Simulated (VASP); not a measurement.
Crystal: MgO (Periclase).

```xyz
2
Lattice="0.0000 2.2008 2.2008 2.2008 0.0000 2.2008 2.2008 2.2008 0.0000" Properties=species:S:1:pos:R:3 pbc="T T T"
Mg    0.0000    0.0000    0.0000
O     2.2008    2.2008    2.2008
```

This cell differs from its parent crystal: strain +4.7%.

Base run:

```yaml
Program: VASP 6.6.1
Functional: r2SCAN
Potentials_or_basis: VASP PAW PBE potentials, release 64 (Mg, O)
Cutoff: 520 eV
k_mesh: 10 × 10 × 10
Occupations: gaussian, width 0.01 eV
Spin: no spin polarisation
```

Its results: band gap on the k mesh 4.37 eV, direct; pressure -18.3 GPa.

The run is repeated on the same cell with these changes: functional from r2SCAN to PBE; k mesh from 10 × 10 × 10 to 6 × 6 × 6. What comes out?

Band gap on the k mesh 3.54 eV, direct; pressure -13.1 GPa.

Several settings changed at once, so the effect can't be laid on one alone.

Caveats: the PAW data sets were made with another functional, which shifts forces and pressure a little (some runs).

